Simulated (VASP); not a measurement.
A run of VASP 6.6.1 is set up as follows.

Contents of INCAR:

```
SYSTEM = H3C8Cl
  ALGO = Normal
  EDIFF = 1E-6
  ENCUT = 520
  GGA = PS
  ISIF = 2
  ISMEAR = 0
  LASPH = .TRUE.
  LCHARG = .FALSE.
  LREAL = Auto
  LWAVE = .FALSE.
  NBANDS = 60
  NELM = 80
  PREC = Accurate
  SIGMA = 0.05
```

Contents of KPOINTS:

```
k-points
0
G
  3 3 1
  0 0 0
```

The input POSCAR:

```
H3C8Cl
1.0
    5.0487420000      0.0000000000      0.0000000000
    2.5243710000      4.3723390000      0.0000000000
    0.0000000000      0.0000000000     15.7764260000
H C Cl
6 16 2
Direct
    0.1666667848      0.1666666285      0.0633857123
    0.6666667848      0.1666666285      0.0633857123
    0.1666666285      0.6666667429      0.0633857123
    0.6666666285      0.6666667429      0.0633857123
   -0.0042412807      0.5084827595      0.3660641517
    0.5030281694      0.4939438593      0.3644131440
    0.1666667848      0.1666666285      0.1331099959
    0.6666667848      0.1666666285      0.1331099959
    0.1666666285      0.6666667429      0.1331099959
    0.6666666285      0.6666667429      0.1331099959
   -0.1666666285      0.3333332571      0.1657717027
    0.3333333715      0.3333332571      0.1657717027
   -0.1666667848      0.8333333715      0.1657717027
    0.3333334133      0.8333333715      0.1657717027
   -0.1649849552      0.3352955935      0.2646825713
    0.3296893617      0.3352955935      0.2646826347
   -0.1695720947      0.8391439914      0.2703952720
    0.3359439767      0.8281114525      0.2607590591
    0.0106565348      0.0025233634      0.2925196112
    0.4868199038      0.0025233634      0.2925191041
   -0.0031413811      0.5062825641      0.2961626417
    0.5022857750      0.4954286481      0.2944673274
    0.2442948863      0.0114048796      0.4056745172
    0.7304484812      0.0390834288      0.4769752034
```

Potentials or basis: VASP PAW PBE potentials, release 64 (H, C, Cl).

Command:

```bash
$ cat potpaw_PBE.64/H/POTCAR potpaw_PBE.64/C/POTCAR potpaw_PBE.64/Cl/POTCAR > POTCAR
$ mpirun -np 1 vasp_std > vasp.out
```

Task: Predict the largest force.

Result: 2.206 eV/Å.

Task: Estimate the band gap on the k mesh.

Result: 1.41 eV, indirect (least direct gap 1.43 eV).

Forces on the atoms (eV/Å):
```
H    0.000 -0.019 -0.297
H    0.000  0.003 -0.302
H   -0.075  0.001 -0.288
H    0.075  0.001 -0.288
H    0.000  0.000  0.033
H    0.000 -0.003  0.028
C    0.000  0.064  1.184
C    0.000  0.000  1.461
C   -0.007 -0.034  1.479
C    0.007 -0.034  1.479
C    0.190 -0.166 -0.946
C   -0.190 -0.166 -0.946
C    0.000  0.608 -0.523
C    0.000 -0.254 -2.192
C    0.001  0.002 -0.006
C   -0.001  0.002 -0.006
C    0.000  0.011 -0.005
C    0.000 -0.010  0.010
C   -0.013  0.003  0.051
C    0.013  0.003  0.051
C    0.000 -0.004  0.012
C    0.000  0.002  0.023
Cl   0.000 -0.002 -0.011
Cl   0.000 -0.008  0.000
```

Caveat: the k points lie up to 0.48 Å⁻¹ apart; the PAW data sets were made with another functional, which shifts forces and pressure a little.
